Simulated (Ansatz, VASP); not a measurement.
# One calculation of Ga3P, two programs

Contents of POSCAR:

```
Ga3P
1.0
    3.7282137576      0.0000000000      0.0000000000
    0.0000000000      3.7282137576      0.0000000000
    0.0000000000      0.0000000000      6.4890377382
Ga P
3 1
Direct
    0.5000000000      0.0000000000      0.7784398288
    0.0000000000      0.5000000000      0.2215601712
    0.5000000000      0.5000000000      0.5000000000
    0.0000000000      0.0000000000      0.0000000000
```

File INCAR.step1:

```
SYSTEM = Ga3P
PREC = Accurate
ENCUT = 520
ISMEAR = 0
SIGMA = 0.1
LREAL = .FALSE.
LASPH = .TRUE.
NELM = 60
NBANDS = 30
GGA = PE
ALGO = Normal
EDIFF = 1E-4
LWAVE = .TRUE.
LCHARG = .FALSE.
```

File INCAR.step2:

```
SYSTEM = Ga3P
PREC = Accurate
ENCUT = 520
EDIFF = 1E-6
ISMEAR = 0
SIGMA = 0.1
LREAL = .FALSE.
LASPH = .TRUE.
NELM = 60
ALGO = Normal
ISIF = 2
LWAVE = .FALSE.
LCHARG = .TRUE.
METAGGA = R2SCAN
LMIXTAU = .TRUE.
LELF = .TRUE.
LVHAR = .TRUE.
NBANDS = 30
ISTART = 1
```

KPOINTS

```
Automatic mesh
0
G
  10 10 6
  0 0 0
```

Input for Ansatz:

```yaml
crystal:
  lattice:
    - [3.7282137576, 0.0, 0.0]
    - [0.0, 3.7282137576, 0.0]
    - [0.0, 0.0, 6.4890377382]
  atoms:
    - { symbol: Ga, position: [0.5, 0.0, 0.7784398288] }
    - { symbol: Ga, position: [0.0, 0.5, 0.2215601712] }
    - { symbol: Ga, position: [0.5, 0.5, 0.5] }
    - { symbol: P, position: [0.0, 0.0, 0.0] }
basis:
  ecutwfc: 500
kpoints:
  mp_grid: { grid: [10, 10, 6] }
  band_path:
    path:
      - [[0.0, 0.0, 0.0], [0.0, 0.5, 0.0], [0.5, 0.5, 0.0], [0.0, 0.0, 0.0], [0.0, 0.0, 0.5], [0.0, 0.5, 0.5], [0.5, 0.5, 0.5], [0.0, 0.0, 0.5]]
      - [[0.0, 0.5, 0.0], [0.0, 0.5, 0.5]]
      - [[0.5, 0.5, 0.0], [0.5, 0.5, 0.5]]
    npoints: 14
hamiltonian:
  xc: r2scan
scf:
  occupations: { method: gaussian, width: 0.1 }
  n_extra_bands: 10
output:
  forces: true
  stress: true
  eigenvalues: true
  populations: true
  dos: { projected: true, de: 0.02, nscf_kmesh: { grid: [12, 12, 8] } }
  bader: true
  write_density: true
  write_potential: true
  elf: true
  volumetric_format: npy
```

Alike in both runs: task single point; functional r2SCAN; k mesh 10 × 10 × 6; occupations gaussian, width 0.1 eV; no spin polarisation.

```csv
,VASP,Ansatz
version,VASP 6.6.1,Ansatz 0.2.0
potentials or method,"VASP PAW PBE potentials, release 64 (Ga_d, P), cutoff 520 eV","scalar-relativistic, plane waves, PAW"
valence electrons in the cell,44,44
```

VASP gave:

```
gap on the k mesh at the Fermi level (eV)                     : none
pressure (GPa)                                                : -2.4
traceless stress, the component that is largest in VASP (GPa) : -0.27
rms of the force components (eV/Å)                            : 0.016
```

Question: Which values does Ansatz return?

Answer: gap on the k mesh at the Fermi level (eV): none; pressure (GPa): -2.4; traceless stress, the component that is largest in VASP (GPa): -0.34; rms of the force components (eV/Å): 0.020.

VASP's potentials were made for PBE, not for r2SCAN. Atom by atom the forces differ by 0.004 eV/Å (rms over components). A gap of «none» marks a metal or a gap that the smearing closes. With one functional, cell and mesh, what is left measures potentials, basis and numerics.
